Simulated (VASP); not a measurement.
# Au (Pm-3m) in VASP: notebook, part 2 of 3

VASP 6.6.1. Earlier steps stand in the parts before.

### Step 3. Single point, PBE+D3(BJ)

This run uses another cell than the first one, of 19.99 Å³/atom, 0.963 times its volume.

Input file INCAR:

```
PREC = Accurate
ENCUT = 520
EDIFF = 1E-6
ISMEAR = -1
SIGMA = 0.05
LREAL = False
LASPH = True
NELM = 60
ALGO = Normal
ISIF = 2
LWAVE = False
LCHARG = False
GGA = PE
IVDW = 12
NBANDS = 12
```

Input file KPOINTS:

```
Automatic mesh
0
Gamma
  10 10 10
```

Input file POSCAR:

```
Au
1.0
    2.7138434343      0.0000000000      0.0000000000
    0.0000000000      2.7138434343      0.0000000000
    0.0000000000      0.0000000000      2.7138434343
Au
1
Direct
    0.5000000000      0.5000000000      0.5000000000
```

Potentials or basis: VASP PAW PBE potentials, release 64 (Au).

Run with:

```bash
$ cat potpaw_PBE.64/Au/POTCAR > POTCAR
$ mpirun -np 1 vasp_std > vasp.out
```

OUTCAR:

```text
PREC = Accurate
   ENCUT = 520
   EDIFF = 1E-6
   ISMEAR = -1
   LREAL = False
   LASPH = True
   NELM = 60
   ISIF = 2
   GGA = PE
   IVDW = 12
 IVDW          = 12

 ion  position               nearest neighbor table
   1  0.500  0.500  0.500-

  LATTYP: Found a simple cubic cell.
 ALAT       =     2.7138434343

  Lattice vectors:

 A1 = (   2.7138434343,   0.0000000000,   0.0000000000)
 A2 = (   0.0000000000,   2.7138434343,   0.0000000000)
 A3 = (   0.0000000000,   0.0000000000,   2.7138434343)

Analysis of symmetry for initial positions (statically):
=====================================================================
 Subroutine PRICEL returns:
 Original cell was already a primitive cell.

 Routine SETGRP: Setting up the symmetry group for a
 simple cubic supercell.

 Subroutine GETGRP returns: Found 48 space group operations
[... 9 lines left out ...]

 Routine SETGRP: Setting up the symmetry group for a
 simple cubic supercell.

 Subroutine GETGRP returns: Found 48 space group operations
[... 11 lines left out ...]
                                     Primitive cell

  volume of cell :      19.9873

  direct lattice vectors                    reciprocal lattice vectors
     2.713843434  0.000000000  0.000000000     0.368481095  0.000000000  0.000000000
     0.000000000  2.713843434  0.000000000     0.000000000  0.368481095  0.000000000
     0.000000000  0.000000000  2.713843434     0.000000000  0.000000000  0.368481095

  length of vectors
     2.713843434  2.713843434  2.713843434     0.368481095  0.368481095  0.368481095

  position of ions in fractional coordinates (direct lattice)
     0.500000000  0.500000000  0.500000000

  ion indices of the primitive-cell ions
   primitive index   ion index
                 1           1

----------------------------------------------------------------------------------------

 KPOINTS: Automatic mesh

Automatic generation of k-mesh.
 Grid dimensions read from file:
 generate k-points for:   10   10   10

 Generating k-lattice:

  Cartesian coordinates                     Fractional coordinates (reciprocal lattice)
     0.036848109  0.000000000  0.000000000     0.100000000  0.000000000  0.000000000
     0.000000000  0.036848109  0.000000000     0.000000000  0.100000000  0.000000000
     0.000000000  0.000000000  0.036848109     0.000000000  0.000000000  0.100000000

  Length of vectors
     0.036848109  0.036848109  0.036848109

  Shift w.r.t. Gamma in fractional coordinates (k-lattice)
     0.000000000  0.000000000  0.000000000

 Subroutine IBZKPT returns following result:
 ===========================================

 Found     56 irreducible k-points:

 Following reciprocal coordinates:
            Coordinates               Weight
  0.000000  0.000000  0.000000      1.000000
  0.100000  0.000000  0.000000      6.000000
  0.200000  0.000000  0.000000      6.000000
  0.300000  0.000000  0.000000      6.000000
  0.400000  0.000000  0.000000      6.000000
  0.500000  0.000000  0.000000      3.000000
[... 16 lines left out ...]
  0.200000  0.100000  0.100000     24.000000
  0.300000  0.100000  0.100000     24.000000
 [... further k-points ...]
   k-points           NKPTS =     56   k-points in BZ     NKDIM =     56   number of bands    NBANDS=     12
   number of dos      NEDOS =    301   number of ions     NIONS =      1
   total plane-waves  NPLWV =   8000
   dimension x,y,z NGX =    20 NGY =   20 NGZ =   20
   dimension x,y,z NGXF=    40 NGYF=   40 NGZF=   40
   ions per type =               1
   NGX,Y,Z   is equivalent  to a cutoff of  12.25, 12.25, 12.25 a.u.
   NGXF,Y,Z  is equivalent  to a cutoff of  24.50, 24.50, 24.50 a.u.
 SYSTEM =  unknown system
   PREC   = accura    normal or accurate (medium, high low for compatibility)
   ISTART =      0    job   : 0-new  1-cont  2-samecut
   ICHARG =      2    charge: 1-file 2-atom 10-const
   ISPIN  =      1    spin polarized calculation?
   LNONCOLLINEAR =      F non collinear calculations
   LSORBIT =      F    spin-orbit coupling
   LASPH  =      T    aspherical Exc in radial PAW
   ENCUT  =  520.0 eV  38.22 Ry    6.18 a.u.   5.05  5.05  5.05*2*pi/ulx,y,z
   NELM   =     60;   NELMIN=  2; NELMDL= -5     # of ELM steps
   EDIFF  = 0.1E-05   stopping-criterion for ELM
   LREAL  =      F    real-space projection
   EDIFFG = 0.1E-04   stopping-criterion for IOM
   NSW    =      0    number of steps for IOM
   IBRION =     -1    ionic relax: 0-MD 1-quasi-New 2-CG
   NFREE  =      0    steps in history (QN), initial steepest desc. (CG)
   ISIF   =      2    stress and relaxation
   ISYM   =      2    0-nonsym 1-usesym 2-fastsym
   POTIM  = 0.5000    time-step for ionic-motion
   TEBEG  =    0.0;   TEEND  =   0.0 temperature during run
   PSTRESS=    0.0 pullay stress
   NELECT =      11.0000    total number of electrons
   NUPDOWN=      -1.0000    fix difference up-down
   EMIN   =  10.00;   EMAX   =-10.00  energy-range for DOS
   EFERMI =   0.00;   METHOD = LEGACY
   ISMEAR =    -1;   SIGMA  =   0.05  broadening in eV -4-tet -1-fermi 0-gaus
   EFERMI_NEDOS =   21; number of points for ismear=-14 and -15
   IALGO  =     38    algorithm
   IMIX   =      4    mixing-type and parameters
     AMIX     =   0.40;   BMIX     =  1.00
     AMIX_MAG =   1.60;   BMIX_MAG =  1.00
  volume/ion in A,a.u.               =      19.99       134.88
  Fermi-wavevector in a.u.,A,eV,Ry     =   1.341593  2.535244 24.488760  1.799873
  Thomas-Fermi vector in A             =   2.469815
   LORBIT       =      0    0 simple, 1 ext, 2 COOP (PROOUT), +10 PAW based schemes
   GGA     = PE    functional components
   LHFCALC =     F    Hartree Fock is set to
   AEXX    =    0.0000 exact exchange contribution
   IVDW    =    12    specifies the selected vdW correction
   LEPSILON=     F    determine dielectric tensor
   LRPA    =     F    only Hartree local field effects (RPA)
 non-spin polarized calculation
  energy-cutoff  :      520.00
  volume of cell :       19.99
 maximum number of plane-waves:       554
   NGX = 11   NGY = 11   NGZ = 11

 number of electron      10.9999997 magnetization

 Free energy of the ion-electron system (eV)
  ---------------------------------------------------
  ext. energy  EPLUGINS =         0.00000000
  ---------------------------------------------------
  free energy    TOTEN  =        -3.00209613 eV

  energy without entropy =       -2.99833573  energy(sigma->0) =       -3.00021593

 E-fermi :   6.7708     XC(G=0): -11.6409

 val. band max:        6.6649288262   @ k =   0.4000   0.3000   0.0000
 cond. band min:       6.8151598141   @ k =   0.5000   0.1000   0.0000
 fundamental gap:      0.1502309879
 Fermi energy:         6.7707963825

 k-point     1 :       0.0000    0.0000    0.0000
  band No.  band energies     occupation
      1      -1.2840      2.00000
      2       0.9189      2.00000
      3       0.9189      2.00000
      4       5.3481      2.00000
      5       5.3481      2.00000
      6       5.3481      2.00000
      7      20.8325      0.00000
      8      20.8325      0.00000
      9      20.8325      0.00000
     10      25.8286      0.00000
     11      28.3060      0.00000
     12      28.3060      0.00000

 k-point     2 :       0.1000    0.0000    0.0000
  band No.  band energies     occupation
      1      -1.0386      2.00000
      2       0.9572      2.00000
      3       1.1212      2.00000
      4       5.1801      2.00000
      5       5.1801      2.00000
      6       5.3616      2.00000
      7      19.0534      0.00000
      8      21.2418      0.00000
      9      21.2418      0.00000
     10      26.6389      0.00000
     11      27.4591      0.00000
     12      29.5944      0.00000
[... 301 lines left out ...]
 k-point    23 :       0.2000    0.1000    0.1000
  band No.  band energies     occupation
      1       0.0918      2.00000
      2       1.3724      2.00000
      3       1.9096      2.00000
      4       4.5998      2.00000
      5       4.6116      2.00000
      6       5.0697      2.00000
      7      16.7603      0.00000
      8      20.4315      0.00000
      9      21.0504      0.00000
     10      27.1488      0.00000
     11      29.5177      0.00000
     12      31.3813      0.00000

 k-point    24 :       0.3000    0.1000    0.1000
  band No.  band energies     occupation
      1       0.7347      2.00000
      2       1.5053      2.00000
      3       2.9614      2.00000
      4       4.1018      2.00000
      5       4.4183      2.00000
      6       5.1245      2.00000
      7      13.8142      0.00000
      8      21.5601      0.00000
      9      22.2451      0.00000
     10      25.9319      0.00000
     11      28.7097      0.00000
     12      31.2898      0.00000

 [... further k-points ...]

------------------------ aborting loop because EDIFF is reached ----------------------------------------

 Edisp (eV)   -0.57169

 E8    (eV) :    -0.2589

  FORCE on cell =-STRESS in cart. coord.  units (eV):
  Direction    XX          YY          ZZ          XY          YZ          ZX
  --------------------------------------------------------------------------------------
  -------------------------------------------------------------------------------------
  Total      -0.01959    -0.01959    -0.01959    -0.00000    -0.00000    -0.00000
  in kB      -1.57002    -1.57002    -1.57002    -0.00000    -0.00000    -0.00000
  external pressure =       -1.57 kB  Pullay stress =        0.00 kB

 VOLUME and BASIS-vectors are now :
 -----------------------------------------------------------------------------
  energy-cutoff  :      520.00
  volume of cell :       19.99
      direct lattice vectors                 reciprocal lattice vectors
     2.713843434  0.000000000  0.000000000     0.368481095  0.000000000  0.000000000
     0.000000000  2.713843434  0.000000000     0.000000000  0.368481095  0.000000000
     0.000000000  0.000000000  2.713843434     0.000000000  0.000000000  0.368481095

 POSITION                                       TOTAL-FORCE (eV/Angst)
 -----------------------------------------------------------------------------------
      1.35692      1.35692      1.35692         0.000000      0.000000      0.000000
 -----------------------------------------------------------------------------------
    total drift:                               -0.000000      0.000000     -0.000000

  FREE ENERGIE OF THE ION-ELECTRON SYSTEM (eV)
  ---------------------------------------------------
  free  energy   TOTEN  =        -3.5737902894 eV

  energy  without entropy=       -3.5700298828  energy(sigma->0) =       -3.57191009
```

It took 7.1 s on 1 thread of Intel Xeon Platinum 8259CL at 2.50GHz (Skylake/Cascade Lake), shared host; peak memory 0.14 GiB.

Results:

```yaml
Free_energy: -3.5738 eV
Pressure: -0.2 GPa
Dispersion_energy_per_atom: -0.572 eV
```

Levels at points of the mesh, in eV from the Fermi level:
| k point | band 1 | band 2 | band 3 | band 4 | band 5 | band 6 | band 7 | band 8 | band 9 | band 10 |
| --- | --- | --- | --- | --- | --- | --- | --- | --- | --- | --- |
| (0.00, 0.00, 0.00) | -8.05 | -5.85 | -5.85 | -1.42 | -1.42 | -1.42 | 14.06 | 14.06 | 14.06 | 19.06 |
| (0.50, 0.00, 0.00) | -5.91 | -5.43 | -2.95 | -2.95 | -1.28 | -0.57 | 2.23 | 16.39 | 18.65 | 19.33 |
| (0.50, 0.50, 0.00) | -5.81 | -5.06 | -2.68 | -2.68 | -0.21 | 3.85 | 3.85 | 6.75 | 11.68 | 20.70 |
| (0.50, 0.50, 0.50) | -5.10 | -5.10 | -5.10 | -0.11 | -0.11 | 8.60 | 8.60 | 8.60 | 10.11 | 12.79 |

Caveat: spin-orbit coupling is left out, which moves the levels of the heavy elements; pairwise dispersion overbinds metals, which lowers pressure and volume.

[end of part 2 of 3]
